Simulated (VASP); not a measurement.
Input of a VASP 6.6.1 run:

File INCAR:

```
PREC = Accurate ; ENCUT = 520
EDIFF = 1E-6 ; ISMEAR = -1
SIGMA = 0.15 ; LREAL = F
LASPH = T ; NELM = 60
ALGO = Fast ; ISIF = 2
LWAVE = F ; LCHARG = F
GGA = PE ; NBANDS = 22
```

KPOINTS

```
regular mesh
0
Gamma
  12 12 14
```

Contents of POSCAR:

```
LiSn2
1.0
    2.2898332618     -5.0928702534      0.0000000000
    2.2898332618      5.0928702534      0.0000000000
    0.0000000000      0.0000000000      3.1627397366
Li Sn
1 2
Direct
    0.0000000000      0.0000000000      0.5000000000
    0.3480248537      0.6519751463      0.0000000000
    0.6519751463      0.3480248537      0.0000000000
```

Potentials or basis: VASP PAW PBE potentials, release 64 (Li_sv, Sn_d).

Command:

```sh
$ cat potpaw_PBE.64/Li_sv/POTCAR potpaw_PBE.64/Sn_d/POTCAR > POTCAR
$ mpirun -np 1 vasp_std > vasp.out
```

Q: Estimate the band gap on the k mesh.

A: Zero (an odd number of electrons rules out a gap without spin polarisation).

Caveat: spin-orbit coupling is left out, which moves the levels of the heavy elements.
